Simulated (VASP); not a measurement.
# ScHg (Pm-3m) in VASP: single point with LDA

Aim: the single point of ScHg with LDA.

All numbers are computed with VASP 6.6.1; they aren't measurements. Logs are shortened: lines on timing, memory, paths and dates and some standing lists are left out, and cuts for length are marked.

## (1) The cell of the first run

It takes space group Pm-3m (No. 221, cubic). Conventional cell: a = 3.480 Å, b = 3.480 Å, c = 3.480 Å, α = 90.00°, β = 90.00°, γ = 90.00°. Sc (site symmetry m-3m) has 8 Hg at 3.01 Å and 6 Sc at 3.48 Å within 4.0 Å. Within 4.0 Å of Hg (site symmetry m-3m) lie 8 Sc at 3.01 Å and 6 Hg at 3.48 Å.

## (2) Single point, LDA

The input, INCAR:

```
SYSTEM = ScHg
PREC = Accurate
ENCUT = 520
EDIFF = 1E-6
ISMEAR = 0
SIGMA = 0.15
LREAL = .False.
LASPH = .True.
NELM = 80
ALGO = Normal
ISIF = 2
LWAVE = .False.
LCHARG = .False.
GGA = CA
NBANDS = 18
```

The input, KPOINTS:

```
regular mesh
0
Gamma
  14 14 14
  0 0 0
```

The input, POSCAR:

```
ScHg
1.0
    3.4800000000      0.0000000000      0.0000000000
    0.0000000000      3.4800000000      0.0000000000
    0.0000000000      0.0000000000      3.4800000000
Sc Hg
1 1
Direct
    0.5000000000      0.5000000000      0.5000000000
    0.0000000000      0.0000000000      0.0000000000
```

Potentials or basis: VASP PAW LDA potentials, release 64 (Sc_sv, Hg).

Command:

```console
> cat potpaw_LDA.64/Sc_sv/POTCAR potpaw_LDA.64/Hg/POTCAR > POTCAR
> mpirun -np 1 vasp_std > vasp.out
```

OUTCAR:

```text
SYSTEM = ScHg
   PREC = Accurate
   ENCUT = 520
   EDIFF = 1E-6
   ISMEAR = 0
   LREAL = .False.
   LASPH = .True.
   NELM = 80
   ISIF = 2
   GGA = CA

 ion  position               nearest neighbor table
   1  0.500  0.500  0.500-   2 3.01   2 3.01   2 3.01   2 3.01   2 3.01   2 3.01   2 3.01   2 3.01

   2  0.000  0.000  0.000-   1 3.01   1 3.01   1 3.01   1 3.01   1 3.01   1 3.01   1 3.01   1 3.01

  LATTYP: Found a simple cubic cell.
 ALAT       =     3.4800000000

  Lattice vectors:

 A1 = (   3.4800000000,   0.0000000000,   0.0000000000)
 A2 = (   0.0000000000,   3.4800000000,   0.0000000000)
 A3 = (   0.0000000000,   0.0000000000,   3.4800000000)

Analysis of symmetry for initial positions (statically):
=====================================================================
 Subroutine PRICEL returns:
 Original cell was already a primitive cell.

 Routine SETGRP: Setting up the symmetry group for a
 simple cubic supercell.

 Subroutine GETGRP returns: Found 48 space group operations
 (whereof 48 operations were pure point group operations)
 out of a pool of 48 trial point group operations.

The static configuration has the point symmetry O_h .

Analysis of symmetry for dynamics (positions and initial velocities):
=====================================================================
 Subroutine PRICEL returns:
 Original cell was already a primitive cell.

 Routine SETGRP: Setting up the symmetry group for a
 simple cubic supercell.

 Subroutine GETGRP returns: Found 48 space group operations
 (whereof 48 operations were pure point group operations)
 out of a pool of 48 trial point group operations.

The dynamic configuration has the point symmetry O_h .

 Subroutine INISYM returns: Found 48 space group operations
 (whereof 48 operations are pure point group operations),
 and found     1 'primitive' translations

----------------------------------------------------------------------------------------

                                     Primitive cell

  volume of cell :      42.1442

  direct lattice vectors                    reciprocal lattice vectors
     3.480000000  0.000000000  0.000000000     0.287356322  0.000000000  0.000000000
     0.000000000  3.480000000  0.000000000     0.000000000  0.287356322  0.000000000
     0.000000000  0.000000000  3.480000000     0.000000000  0.000000000  0.287356322

  length of vectors
     3.480000000  3.480000000  3.480000000     0.287356322  0.287356322  0.287356322

  position of ions in fractional coordinates (direct lattice)
     0.500000000  0.500000000  0.500000000
     0.000000000  0.000000000  0.000000000

  ion indices of the primitive-cell ions
   primitive index   ion index
                 1           1
                 2           2

----------------------------------------------------------------------------------------

 KPOINTS: regular mesh

Automatic generation of k-mesh.
 Grid dimensions read from file:
 generate k-points for:   14   14   14

 Generating k-lattice:

  Cartesian coordinates                     Fractional coordinates (reciprocal lattice)
     0.020525452  0.000000000  0.000000000     0.071428571  0.000000000  0.000000000
     0.000000000  0.020525452  0.000000000     0.000000000  0.071428571  0.000000000
     0.000000000  0.000000000  0.020525452     0.000000000  0.000000000  0.071428571

  Length of vectors
     0.020525452  0.020525452  0.020525452

  Shift w.r.t. Gamma in fractional coordinates (k-lattice)
     0.000000000  0.000000000  0.000000000

 Subroutine IBZKPT returns following result:
 ===========================================

 Found    120 irreducible k-points:

 Following reciprocal coordinates:
            Coordinates               Weight
  0.000000  0.000000  0.000000      1.000000
  0.071429  0.000000  0.000000      6.000000
  0.142857  0.000000  0.000000      6.000000
  0.214286  0.000000  0.000000      6.000000
  0.285714  0.000000  0.000000      6.000000
  0.357143  0.000000  0.000000      6.000000
[... 16 lines left out ...]
  0.285714  0.214286  0.000000     24.000000
  0.357143  0.214286  0.000000     24.000000
 [... further k-points ...]
   k-points           NKPTS =    120   k-points in BZ     NKDIM =    120   number of bands    NBANDS=     18
   number of dos      NEDOS =    301   number of ions     NIONS =      2
   total plane-waves  NPLWV =  21952
   dimension x,y,z NGX =    28 NGY =   28 NGZ =   28
   dimension x,y,z NGXF=    56 NGYF=   56 NGZF=   56
   ions per type =               1   1
   NGX,Y,Z   is equivalent  to a cutoff of  13.38, 13.38, 13.38 a.u.
   NGXF,Y,Z  is equivalent  to a cutoff of  26.75, 26.75, 26.75 a.u.
 SYSTEM =  ScHg
   PREC   = accura    normal or accurate (medium, high low for compatibility)
   ISTART =      0    job   : 0-new  1-cont  2-samecut
   ICHARG =      2    charge: 1-file 2-atom 10-const
   ISPIN  =      1    spin polarized calculation?
   LNONCOLLINEAR =      F non collinear calculations
   LSORBIT =      F    spin-orbit coupling
   LASPH  =      T    aspherical Exc in radial PAW
   ENCUT  =  520.0 eV  38.22 Ry    6.18 a.u.   6.47  6.47  6.47*2*pi/ulx,y,z
   NELM   =     80;   NELMIN=  2; NELMDL= -5     # of ELM steps
   EDIFF  = 0.1E-05   stopping-criterion for ELM
   LREAL  =      F    real-space projection
[... 7 lines left out ...]
   TEBEG  =    0.0;   TEEND  =   0.0 temperature during run
   PSTRESS=    0.0 pullay stress
   NELECT =      23.0000    total number of electrons
   NUPDOWN=      -1.0000    fix difference up-down
   EMIN   =  10.00;   EMAX   =-10.00  energy-range for DOS
   EFERMI =   0.00;   METHOD = LEGACY
   ISMEAR =     0;   SIGMA  =   0.15  broadening in eV -4-tet -1-fermi 0-gaus
   EFERMI_NEDOS =   21; number of points for ismear=-14 and -15
   IALGO  =     38    algorithm
   IMIX   =      4    mixing-type and parameters
     AMIX     =   0.40;   BMIX     =  1.00
     AMIX_MAG =   1.60;   BMIX_MAG =  1.00
  volume/ion in A,a.u.               =      21.07       142.20
  Fermi-wavevector in a.u.,A,eV,Ry     =   1.337842  2.528155 24.352000  1.789822
  Thomas-Fermi vector in A             =   2.466359
   LORBIT       =      0    0 simple, 1 ext, 2 COOP (PROOUT), +10 PAW based schemes
   GGA     = CA    functional components
   LHFCALC =     F    Hartree Fock is set to
   AEXX    =    0.0000 exact exchange contribution
   IVDW    =     0    specifies the selected vdW correction
   LEPSILON=     F    determine dielectric tensor
   LRPA    =     F    only Hartree local field effects (RPA)
 non-spin polarized calculation
 Gauss-broadening in eV      SIGMA  =   0.15
  energy-cutoff  :      520.00
  volume of cell :       42.14
 maximum number of plane-waves:      1165
 NGX is ok and might be reduce to    28
   NGX = 13   NGY = 13   NGZ = 13

 number of electron      22.9999997 magnetization

 Free energy of the ion-electron system (eV)
  ---------------------------------------------------
  ext. energy  EPLUGINS =         0.00000000
  ---------------------------------------------------
  free energy    TOTEN  =        -8.84336516 eV

  energy without entropy =       -8.81719146  energy(sigma->0) =       -8.83027831

 E-fermi :   4.3592     XC(G=0): -11.3152

 val. band max:        4.3572870231   @ k =   0.3571   0.2143   0.2143
 cond. band min:       4.3675112789   @ k =   0.2143   0.2143   0.1429
 fundamental gap:      0.0102242558
 Fermi energy:         4.3591900845

 k-point     1 :       0.0000    0.0000    0.0000
  band No.  band energies     occupation
      1     -45.1099      2.00000
      2     -24.0218      2.00000
      3     -24.0218      2.00000
      4     -24.0218      2.00000
      5      -4.2325      2.00000
      6      -3.6516      2.00000
[... 10 lines left out ...]
     17       9.3275      0.00000
     18       9.3275      0.00000

 k-point     2 :       0.0714    0.0000    0.0000
  band No.  band energies     occupation
      1     -45.1094      2.00000
      2     -24.0283      2.00000
      3     -24.0214      2.00000
      4     -24.0214      2.00000
      5      -4.1584      2.00000
      6      -3.6423      2.00000
[... 10 lines left out ...]
     17       9.5750      0.00000
     18       9.5750      0.00000

 k-point     3 :       0.1429    0.0000    0.0000
  band No.  band energies     occupation
      1     -45.1079      2.00000
      2     -24.0465      2.00000
      3     -24.0202      2.00000
      4     -24.0202      2.00000
      5      -3.9576      2.00000
      6      -3.6161      2.00000
[... 10 lines left out ...]
     17      10.1919      0.00000
     18      10.1919      0.00000

 k-point     4 :       0.2143    0.0000    0.0000
  band No.  band energies     occupation
      1     -45.1059      2.00000
      2     -24.0726      2.00000
      3     -24.0185      2.00000
      4     -24.0185      2.00000
      5      -3.7246      2.00000
      6      -3.5778      2.00000
[... 10 lines left out ...]
     17      11.0163      0.00000
     18      11.0163      0.00000

 k-point     5 :       0.2857    0.0000    0.0000
  band No.  band energies     occupation
      1     -45.1036      2.00000
      2     -24.1016      2.00000
      3     -24.0167      2.00000
      4     -24.0167      2.00000
      5      -3.5612      2.00000
      6      -3.5344      2.00000
[... 10 lines left out ...]
     17      11.9673      0.00000
     18      11.9673      0.00000

 k-point     6 :       0.3571    0.0000    0.0000
  band No.  band energies     occupation
      1     -45.1016      2.00000
      2     -24.1275      2.00000
      3     -24.0150      2.00000
      4     -24.0150      2.00000
      5      -3.4947      2.00000
      6      -3.4513      2.00000
[... 307 lines left out ...]
 k-point    21 :       0.5000    0.1429    0.0000
  band No.  band energies     occupation
      1     -45.0980      2.00000
      2     -24.1475      2.00000
      3     -24.0355      2.00000
      4     -24.0110      2.00000
      5      -3.4386      2.00000
      6      -3.1890      2.00000
[... 10 lines left out ...]
     17      11.7947      0.00000
     18      13.7476      0.00000

 k-point    22 :       0.2143    0.2143    0.0000
  band No.  band energies     occupation
      1     -45.1021      2.00000
      2     -24.0706      2.00000
      3     -24.0640      2.00000
      4     -24.0146      2.00000
      5      -3.5548      2.00000
      6      -3.2233      2.00000
[... 10 lines left out ...]
     17       8.8179      0.00000
     18      11.9691      0.00000

 k-point    23 :       0.2857    0.2143    0.0000
  band No.  band energies     occupation
      1     -45.0999      2.00000
      2     -24.0954      2.00000
      3     -24.0639      2.00000
      4     -24.0123      2.00000
      5      -3.5143      2.00000
      6      -3.2532      2.00000
[... 10 lines left out ...]
     17       9.2153      0.00000
     18      12.6266      0.00000

 k-point    24 :       0.3571    0.2143    0.0000
  band No.  band energies     occupation
      1     -45.0980      2.00000
      2     -24.1200      2.00000
      3     -24.0614      2.00000
      4     -24.0103      2.00000
      5      -3.4799      2.00000
      6      -3.2931      2.00000
[... 10 lines left out ...]
     17       9.7810      0.00000
     18      13.3812      0.00000

 [... further k-points ...]
[... 5 lines left out ...]
  --------------------------------------------------------------------------------------
  -------------------------------------------------------------------------------------
  Total       -0.9576114     -0.9576114     -0.9576114     -0.0000000      0.0000000     -0.0000000
  in kB      -36.4050931    -36.4050931    -36.4050931     -0.0000000      0.0000000     -0.0000000
  external PRESSURE =     -36.4050931 kB  Pullay stress =       0.0000000 kB

 VOLUME and BASIS-vectors are now :
 -----------------------------------------------------------------------------
  energy-cutoff  :      520.00
  volume of cell :       42.14
      direct lattice vectors                 reciprocal lattice vectors
     3.480000000  0.000000000  0.000000000     0.287356322  0.000000000  0.000000000
     0.000000000  3.480000000  0.000000000     0.000000000  0.287356322  0.000000000
     0.000000000  0.000000000  3.480000000     0.000000000  0.000000000  0.287356322

 POSITION                                       TOTAL-FORCE (eV/Angst)
 -----------------------------------------------------------------------------------
      1.74000      1.74000      1.74000         0.000000      0.000000      0.000000
      0.00000      0.00000      0.00000         0.000000      0.000000      0.000000
 -----------------------------------------------------------------------------------
    total drift:                                0.000000      0.000000      0.000000

  FREE ENERGIE OF THE ION-ELECTRON SYSTEM (eV)
  ---------------------------------------------------
  free  energy   TOTEN  =        -8.8433651647 eV

  energy  without entropy=       -8.8171914568  energy(sigma->0) =       -8.83027831
```

Run time: 37 s. Hardware: 1 thread of Intel Xeon Platinum 8488C (Sapphire Rapids), shared host; peak memory 0.21 GiB.

Results:

```
Free energy            : -8.8434 eV
Pressure               : -3.6 GPa
Band gap on the k mesh : zero (an odd number of electrons rules out a gap without spin polarisation)
```

Caveat: the cell stands under tension; spin-orbit coupling is left out, which moves the levels of the heavy elements.
